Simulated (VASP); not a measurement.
A run of VASP 6.6.1:

Contents of INCAR:

```
SYSTEM = CuO
  ALGO = Normal
  EDIFF = 1E-7
  ENCUT = 520
  GGA = CA
  ISIF = 2
  ISMEAR = -1
  LASPH = .True.
  LCHARG = .False.
  LDAU = .True.
  LDAUJ = 0 0
  LDAUL = 2 -1
  LDAUPRINT = 1
  LDAUTYPE = 2
  LDAUU = 5 0
  LMAXMIX = 4
  LREAL = .False.
  LWAVE = .False.
  NBANDS = 25
  NELM = 150
  PREC = Accurate
  SIGMA = 0.05
```

File KPOINTS:

```
k-points
0
Gamma
  10 10 6
  0 0 0
```

File POSCAR:

```
CuO
1.0
    3.1795331000      0.0000000000      0.0000000000
   -1.5897665500      2.7535564400      0.0000000000
    0.0000000000      0.0000000000      4.4314907300
Cu O
2 2
Direct
    0.0000000000      0.0000000000      0.0000000000
    0.0000000000      0.0000000000      0.5000000000
    0.3333333333      0.6666666667      0.2500000000
    0.6666666667      0.3333333333      0.7500000000
```

Potentials or basis: VASP PAW LDA potentials, release 64 (Cu, O).

Run with:

```console
$ cat potpaw_LDA.64/Cu/POTCAR potpaw_LDA.64/O/POTCAR > POTCAR
$ mpirun -np 1 vasp_std > vasp.out
```

Hardware: 1 thread of Intel(R) Xeon(R) 6975P-C (Granite Rapids), with other jobs on the host.

How long does it take, and how much memory?

Run time: 19 s on 1 thread of Intel(R) Xeon(R) 6975P-C (Granite Rapids), on a shared host, peak memory 0.16 GiB. Counts: scf iterations 15, k points 56.
